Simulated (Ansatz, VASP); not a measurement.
**Si3N4 in VASP and in Ansatz**

```
Si N
1.0
     0.00000    3.81511    3.81511
     3.81511    0.00000    3.81511
     3.81511    3.81511    0.00000
Si N
6 8
Direct
  0.12500 0.12500 0.62500
  0.12500 0.62500 0.12500
  0.62500 0.12500 0.12500
  0.12500 0.12500 0.12500
  0.75000 0.75000 0.75000
  0.50000 0.50000 0.50000
  0.36771 0.36771 0.36771
  0.35313 0.88229 0.88229
  0.88229 0.88229 0.35313
  0.88229 0.35313 0.88229
  0.36771 0.36771 0.89687
  0.36771 0.89687 0.36771
  0.88229 0.88229 0.88229
  0.89687 0.36771 0.36771
```

Alike in both runs: task relaxation of the atoms; functional PBE; k mesh 6 × 6 × 6; occupations gaussian, width 0.02 eV; no spin polarisation.

|  | VASP | Ansatz |
| --- | --- | --- |
| version | VASP 6.6.1 | Ansatz 0.2.0 |
| potentials or method | VASP PAW PBE potentials, release 64 (Si, N), cutoff 520 eV | scalar-relativistic, plane waves, PAW |
| valence electrons in the cell | 64 | 64 |

|  | VASP | Ansatz | Ansatz less VASP |
| --- | --- | --- | --- |
| gap on the k mesh at the Fermi level, each at its own relaxed structure (eV) | 3.58 | 3.59 | +0.012 |

Ansatz's warnings: stress scf threshold loose.
